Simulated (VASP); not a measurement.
# PtSe2 (P-3m1) in VASP: further runs

The runs below take PtSe2 through single point, with r2SCAN.

All numbers are computed with VASP 6.6.1; they aren't measurements. Logs are shortened: lines on timing, memory, paths and dates and some standing lists are left out, and cuts for length are marked.

## (1) The cell of the first run

Symmetry: P-3m1, No. 164, trigonal system. Conventional cell: a = 3.724 Å, b = 3.724 Å, c = 5.062 Å, α = 90.00°, β = 90.00°, γ = 120.00°. Pt (site symmetry -3m) has 6 Se at 2.49 Å within 3.3 Å. Within 3.4 Å of Se (site symmetry 3m) lie 3 Pt at 2.49 Å and 6 Se at 3.32 Å.

## (2) Single point, r2SCAN

File POSCAR:

```
PtSe2
1.0
    3.7240000000      0.0000000000      0.0000000000
   -1.8620000000      3.2250790000      0.0000000000
    0.0000000000      0.0000000000      5.0620000000
Pt Se
1 2
Direct
    0.0000000000      0.0000000000      0.0000000000
    0.3333333333      0.6666666667      0.2500000000
    0.6666666667      0.3333333333      0.7500000000
```

File INCAR.step1:

```
PREC     = Accurate       # precision mode
ENCUT    = 520            # plane-wave cutoff, eV
ISMEAR   = -1             # smearing method
SIGMA    = 0.1            # smearing width, eV
LREAL    = F              # projectors in reciprocal space
LASPH    = T              # aspherical terms in the spheres
NELM     = 60             # most SCF steps
NBANDS   = 18             # bands
GGA      = PE             # functional
ALGO     = Normal         # electronic algorithm
EDIFF    = 1E-4           # SCF threshold, eV
LWAVE    = T              # write WAVECAR
LCHARG   = F              # write CHGCAR
```

File INCAR.step2:

```
PREC     = Accurate       # precision mode
ENCUT    = 520            # plane-wave cutoff, eV
EDIFF    = 1E-6           # SCF threshold, eV
ISMEAR   = -1             # smearing method
SIGMA    = 0.1            # smearing width, eV
LREAL    = F              # projectors in reciprocal space
LASPH    = T              # aspherical terms in the spheres
NELM     = 60             # most SCF steps
ALGO     = Normal         # electronic algorithm
ISIF     = 2              # what is computed and relaxed
LWAVE    = F              # write WAVECAR
LCHARG   = F              # write CHGCAR
METAGGA  = R2SCAN         # meta-GGA
LMIXTAU  = T            
NBANDS   = 18             # bands
ISTART   = 1
```

File KPOINTS:

```
regular mesh
0
Gamma
  9 9 6
```

Potentials or basis: VASP PAW PBE potentials, release 64 (Pt, Se).

Run with:

```bash
$ cat potpaw_PBE.64/Pt/POTCAR potpaw_PBE.64/Se/POTCAR > POTCAR
$ cp INCAR.step1 INCAR
$ mpirun -np 1 vasp_std > vasp.out
$ cp INCAR.step2 INCAR
$ mpirun -np 1 vasp_std > vasp.out
```

OUTCAR:

```text
PREC = Accurate
   ENCUT = 520
   EDIFF = 1E-6
   ISMEAR = -1
   LREAL = F
   LASPH = T
   NELM = 60
   ISIF = 2
   METAGGA = R2SCAN
   ISTART = 1

 ion  position               nearest neighbor table
   1  0.000  0.000  0.000-   2 2.49   3 2.49   3 2.49   2 2.49   3 2.49   2 2.49
   2  0.333  0.667  0.250-   1 2.49   1 2.49   1 2.49
   3  0.667  0.333  0.750-   1 2.49   1 2.49   1 2.49

  LATTYP: Found a hexagonal cell.
 ALAT       =     3.7240000000
 C/A-ratio  =     1.3592910849

  Lattice vectors:

 A1 = (   3.7240000000,   0.0000000000,   0.0000000000)
 A2 = (  -1.8620000000,   3.2250790000,   0.0000000000)
 A3 = (   0.0000000000,   0.0000000000,   5.0620000000)

Analysis of symmetry for initial positions (statically):
=====================================================================
 Subroutine PRICEL returns:
 Original cell was already a primitive cell.

 Routine SETGRP: Setting up the symmetry group for a
 hexagonal supercell.

 Subroutine GETGRP returns: Found 12 space group operations
 (whereof 12 operations were pure point group operations)
 out of a pool of 24 trial point group operations.

The static configuration has the point symmetry D_3d.

Analysis of symmetry for dynamics (positions and initial velocities):
=====================================================================
 Subroutine PRICEL returns:
 Original cell was already a primitive cell.

 Routine SETGRP: Setting up the symmetry group for a
 hexagonal supercell.

 Subroutine GETGRP returns: Found 12 space group operations
 (whereof 12 operations were pure point group operations)
 out of a pool of 24 trial point group operations.

The dynamic configuration has the point symmetry D_3d.

 Subroutine INISYM returns: Found 12 space group operations
 (whereof 12 operations are pure point group operations),
 and found     1 'primitive' translations

----------------------------------------------------------------------------------------

                                     Primitive cell

  volume of cell :      60.7956

  direct lattice vectors                    reciprocal lattice vectors
     3.724000000  0.000000000  0.000000000     0.268528464  0.155034962  0.000000000
    -1.862000000  3.225079000  0.000000000     0.000000000  0.310069924  0.000000000
     0.000000000  0.000000000  5.062000000     0.000000000  0.000000000  0.197550375

  length of vectors
     3.724000000  3.724000343  5.062000000     0.310069952  0.310069924  0.197550375

  position of ions in fractional coordinates (direct lattice)
     0.000000000  0.000000000  0.000000000
     0.333333333  0.666666667  0.250000000
     0.666666667  0.333333333  0.750000000

  ion indices of the primitive-cell ions
   primitive index   ion index
                 1           1
                 2           2
                 3           3

----------------------------------------------------------------------------------------

 KPOINTS: regular mesh

Automatic generation of k-mesh.
 Grid dimensions read from file:
 generate k-points for:    9    9    6

 Generating k-lattice:

  Cartesian coordinates                     Fractional coordinates (reciprocal lattice)
     0.029836496  0.017226107  0.000000000     0.111111111 -0.000000000  0.000000000
     0.000000000  0.034452214  0.000000000     0.000000000  0.111111111  0.000000000
     0.000000000  0.000000000  0.032925063     0.000000000  0.000000000  0.166666667

  Length of vectors
     0.034452217  0.034452214  0.032925063

  Shift w.r.t. Gamma in fractional coordinates (k-lattice)
     0.000000000  0.000000000  0.000000000

 Subroutine IBZKPT returns following result:
 ===========================================

 Found     62 irreducible k-points:

 Following reciprocal coordinates:
            Coordinates               Weight
  0.000000  0.000000  0.000000      1.000000
  0.111111 -0.000000  0.000000      6.000000
  0.222222 -0.000000  0.000000      6.000000
  0.333333  0.000000  0.000000      6.000000
  0.444444 -0.000000  0.000000      6.000000
  0.111111  0.111111  0.000000      6.000000
[... 16 lines left out ...]
  0.222222  0.111111  0.166667     12.000000
 -0.111111  0.333333  0.166667     12.000000
 [... further k-points ...]
   k-points           NKPTS =     62   k-points in BZ     NKDIM =     62   number of bands    NBANDS=     18
   number of dos      NEDOS =    301   number of ions     NIONS =      3
   total plane-waves  NPLWV =  31360
   dimension x,y,z NGX =    28 NGY =   28 NGZ =   40
   dimension x,y,z NGXF=    56 NGYF=   56 NGZF=   80
   ions per type =               1   2
   NGX,Y,Z   is equivalent  to a cutoff of  12.50, 12.50, 13.14 a.u.
   NGXF,Y,Z  is equivalent  to a cutoff of  25.00, 25.00, 26.27 a.u.
 SYSTEM =  unknown system
   PREC   = accura    normal or accurate (medium, high low for compatibility)
   ISTART =      1    job   : 0-new  1-cont  2-samecut
   ICHARG =      0    charge: 1-file 2-atom 10-const
   ISPIN  =      1    spin polarized calculation?
   LNONCOLLINEAR =      F non collinear calculations
   LSORBIT =      F    spin-orbit coupling
   LASPH  =      T    aspherical Exc in radial PAW
   ENCUT  =  520.0 eV  38.22 Ry    6.18 a.u.   6.92  6.92  9.41*2*pi/ulx,y,z
   NELM   =     60;   NELMIN=  2; NELMDL=  0     # of ELM steps
   EDIFF  = 0.1E-05   stopping-criterion for ELM
   LREAL  =      F    real-space projection
   EDIFFG = 0.1E-04   stopping-criterion for IOM
   NSW    =      0    number of steps for IOM
   IBRION =     -1    ionic relax: 0-MD 1-quasi-New 2-CG
   NFREE  =      0    steps in history (QN), initial steepest desc. (CG)
   ISIF   =      2    stress and relaxation
   ISYM   =      2    0-nonsym 1-usesym 2-fastsym
   POTIM  = 0.5000    time-step for ionic-motion
   TEBEG  =    0.0;   TEEND  =   0.0 temperature during run
   PSTRESS=    0.0 pullay stress
   NELECT =      22.0000    total number of electrons
   NUPDOWN=      -1.0000    fix difference up-down
   EMIN   =  10.00;   EMAX   =-10.00  energy-range for DOS
   EFERMI =   0.00;   METHOD = LEGACY
   ISMEAR =    -1;   SIGMA  =   0.10  broadening in eV -4-tet -1-fermi 0-gaus
   EFERMI_NEDOS =   21; number of points for ismear=-14 and -15
   IALGO  =     38    algorithm
   IMIX   =      4    mixing-type and parameters
     AMIX     =   0.40;   BMIX     =  1.00
     AMIX_MAG =   1.60;   BMIX_MAG =  1.00
  volume/ion in A,a.u.               =      20.27       136.76
  Fermi-wavevector in a.u.,A,eV,Ry     =   1.166608  2.204570 18.517183  1.360975
  Thomas-Fermi vector in A             =   2.303119
   LORBIT       =      0    0 simple, 1 ext, 2 COOP (PROOUT), +10 PAW based schemes
   METAGGA = R2SCAN    functional components
   LHFCALC =     F    Hartree Fock is set to
   AEXX    =    0.0000 exact exchange contribution
   IVDW    =     0    specifies the selected vdW correction
   LEPSILON=     F    determine dielectric tensor
   LRPA    =     F    only Hartree local field effects (RPA)
 non-spin polarized calculation
  energy-cutoff  :      520.00
  volume of cell :       60.80
 maximum number of plane-waves:      1650
   NGX = 13   NGY = 13   NGZ = 19

 number of electron      21.9999999 magnetization

 Free energy of the ion-electron system (eV)
  ---------------------------------------------------
  ext. energy  EPLUGINS =         0.00000000
  ---------------------------------------------------
  free energy    TOTEN  =       -81.43149184 eV

  energy without entropy =      -81.41550285  energy(sigma->0) =      -81.42349735

 E-fermi :   6.3670     XC(G=0): -11.2684

 val. band max:        6.3063381874   @ k =   0.1111  -0.0000   0.0000
 cond. band min:       6.3994998321   @ k =   0.0000   0.1111   0.1667
 fundamental gap:      0.0931616447
 Fermi energy:         6.3669621609

 k-point     1 :       0.0000    0.0000    0.0000
  band No.  band energies     occupation
      1     -10.0125      2.00000
      2      -7.0620      2.00000
      3      -1.1505      2.00000
      4      -0.4500      2.00000
      5      -0.4500      2.00000
      6       2.0734      2.00000
[... 10 lines left out ...]
     17      14.0456      0.00000
     18      18.8672      0.00000

 k-point     2 :       0.1111   -0.0000    0.0000
  band No.  band energies     occupation
      1      -9.8678      2.00000
      2      -7.1298      2.00000
      3      -0.9814      2.00000
      4      -0.3558      2.00000
      5      -0.3420      2.00000
      6       1.8857      2.00000
[... 10 lines left out ...]
     17      14.5032      0.00000
     18      16.9407      0.00000

 k-point     3 :       0.2222   -0.0000    0.0000
  band No.  band energies     occupation
      1      -9.4607      2.00000
      2      -7.3069      2.00000
      3      -0.5410      2.00000
      4      -0.1143      2.00000
      5      -0.0197      2.00000
      6       1.1383      2.00000
[... 10 lines left out ...]
     17      15.2050      0.00000
     18      15.2956      0.00000

 k-point     4 :       0.3333    0.0000    0.0000
  band No.  band energies     occupation
      1      -8.8814      2.00000
      2      -7.5460      2.00000
      3      -0.5000      2.00000
      4       0.1345      2.00000
      5       0.3460      2.00000
      6       0.7655      2.00000
[... 375 lines left out ...]
      4      -0.1976      2.00000
      5       0.1432      2.00000
      6       1.4843      2.00000
[... 10 lines left out ...]
     17      14.8843      0.00000
     18      15.4682      0.00000

 k-point    23 :       0.2222    0.1111    0.1667
  band No.  band energies     occupation
      1      -8.9948      2.00000
      2      -7.5998      2.00000
      3      -0.3114      2.00000
      4       0.0022      2.00000
      5       0.2464      2.00000
      6       1.0450      2.00000
[... 10 lines left out ...]
     17      15.1642      0.00000
     18      15.7105      0.00000

 k-point    24 :      -0.1111    0.3333    0.1667
  band No.  band energies     occupation
      1      -9.0278      2.00000
      2      -7.5311      2.00000
      3      -0.6242      2.00000
      4      -0.0800      2.00000
      5       0.4036      2.00000
      6       0.8101      2.00000
[... 10 lines left out ...]
     17      14.7000      0.00000
     18      16.4892      0.00000

 [... further k-points ...]

------------------------ aborting loop because EDIFF is reached ----------------------------------------

  FORCE on cell =-STRESS in cart. coord.  units (eV):
  Direction    XX          YY          ZZ          XY          YZ          ZX
  --------------------------------------------------------------------------------------
  -------------------------------------------------------------------------------------
  Total        1.9191684      1.9191689      1.8589949      0.0000000      0.0000000      0.0000000
  in kB       50.5768177     50.5768301     48.9910338      0.0000000      0.0000000      0.0000000
  external PRESSURE =      50.0482272 kB  Pullay stress =       0.0000000 kB

 VOLUME and BASIS-vectors are now :
 -----------------------------------------------------------------------------
  energy-cutoff  :      520.00
  volume of cell :       60.80
      direct lattice vectors                 reciprocal lattice vectors
     3.724000000  0.000000000  0.000000000     0.268528464  0.155034962  0.000000000
    -1.862000000  3.225079000  0.000000000     0.000000000  0.310069924  0.000000000
     0.000000000  0.000000000  5.062000000     0.000000000  0.000000000  0.197550375

 POSITION                                       TOTAL-FORCE (eV/Angst)
 -----------------------------------------------------------------------------------
      0.00000      0.00000      0.00000        -0.000000      0.000000      0.000000
     -0.00000      2.15005      1.26550        -0.000000      0.000000      0.388809
      1.86200      1.07503      3.79650         0.000000     -0.000000     -0.388809
 -----------------------------------------------------------------------------------
    total drift:                               -0.000000     -0.000000     -0.000000

  FREE ENERGIE OF THE ION-ELECTRON SYSTEM (eV)
  ---------------------------------------------------
  free  energy   TOTEN  =       -81.4314918432 eV

  energy  without entropy=      -81.4155028497  energy(sigma->0) =      -81.42349735
```

Run time: 6.1 min. Hardware: 1 thread of Intel Xeon 8259CL, shared host; peak memory 0.23 GiB.

What came out:

```
Free energy            : -81.4315 eV
Pressure               : 5.0 GPa
Largest force          : 0.389 eV/Å
Band gap on the k mesh : zero (bands 11 and 12 overlap by 0.25 eV)
```

Forces in eV/Å, atoms in the order of the input:
```
Pt   0.000  0.000  0.000
Se   0.000  0.000  0.389
Se   0.000  0.000 -0.389
```

Caveat: the cell stands under pressure; the PAW data sets were made with another functional, which shifts forces and pressure a little; spin-orbit coupling is left out, which moves the levels of the heavy elements.

## (3) Single point, r2SCAN

This run uses another cell than the first one, of 20.77 Å³/atom.

File POSCAR:

```
PtSe2
1.0
    3.7547782553      0.0000000000      0.0000000000
   -1.8773891276      3.2517337542      0.0000000000
    0.0000000000      0.0000000000      5.1038366080
Pt Se
1 2
Direct
    0.0000000000      0.0000000000      0.0000000000
    0.3333333333      0.6666666667      0.2500000000
    0.6666666667      0.3333333333      0.7500000000
```

File INCAR.step1:

```
SYSTEM = PtSe2
PREC = Accurate ; ENCUT = 520
ISMEAR = -1 ; SIGMA = 0.1
LREAL = .FALSE. ; LASPH = .TRUE.
NELM = 80 ; NBANDS = 18
GGA = PE ; ALGO = Normal
EDIFF = 1E-4 ; LWAVE = .TRUE.
LCHARG = .FALSE.
```

File INCAR.step2:

```
SYSTEM = PtSe2
PREC = Accurate ; ENCUT = 520
EDIFF = 1E-6 ; ISMEAR = -1
SIGMA = 0.1 ; LREAL = .FALSE.
LASPH = .TRUE. ; NELM = 80
ALGO = Normal ; ISIF = 2
LWAVE = .FALSE. ; LCHARG = .FALSE.
METAGGA = R2SCAN ; LMIXTAU = .TRUE.
NBANDS = 18 ; ISTART = 1
```

File KPOINTS:

```
Automatic mesh
0
G
  9 9 6
  0 0 0
```

Potentials or basis: VASP PAW PBE potentials, release 64 (Pt, Se).

Run with:

```bash
$ cat potpaw_PBE.64/Pt/POTCAR potpaw_PBE.64/Se/POTCAR > POTCAR
$ cp INCAR.step1 INCAR
$ mpirun -np 1 vasp_std > vasp.out
$ cp INCAR.step2 INCAR
$ mpirun -np 1 vasp_std > vasp.out
```

Run time: 5.8 min. Hardware: 1 thread of Intel Xeon 8259CL, shared host; peak memory 0.23 GiB.

It converged, with:

- Free energy: -81.4626 eV
- Pressure: 1.6 GPa
- Largest force: 0.087 eV/Å
- Band gap on the k mesh: zero (bands 11 and 12 overlap by 0.25 eV)

Forces on the atoms (eV/Å):
```
Pt   0.000  0.000  0.000
Se   0.000  0.000  0.087
Se   0.000  0.000 -0.087
```

Stress tensor (GPa, compression positive):
```
1.25 0.00 0.00
0.00 1.25 0.00
0.00 0.00 2.25
```

Levels at points of the mesh, in eV from the Fermi level:
```
           k point  band 8  band 9  band 10  band 11  band 12  band 13  band 14  band 15
(0.00, 0.00, 0.00)   -2.69   -1.17    -1.17     0.35     1.47     1.47     4.07     4.57
(0.00, 0.00, 0.50)   -2.95   -1.79    -1.60    -1.60     2.29     2.29     5.24     6.61
```

Caveat: the PAW data sets were made with another functional, which shifts forces and pressure a little; spin-orbit coupling is left out, which moves the levels of the heavy elements.

(Continued in part 2 of 2.)

The gap in the log of VASP goes by the Fermi energy; the results here count the filled bands.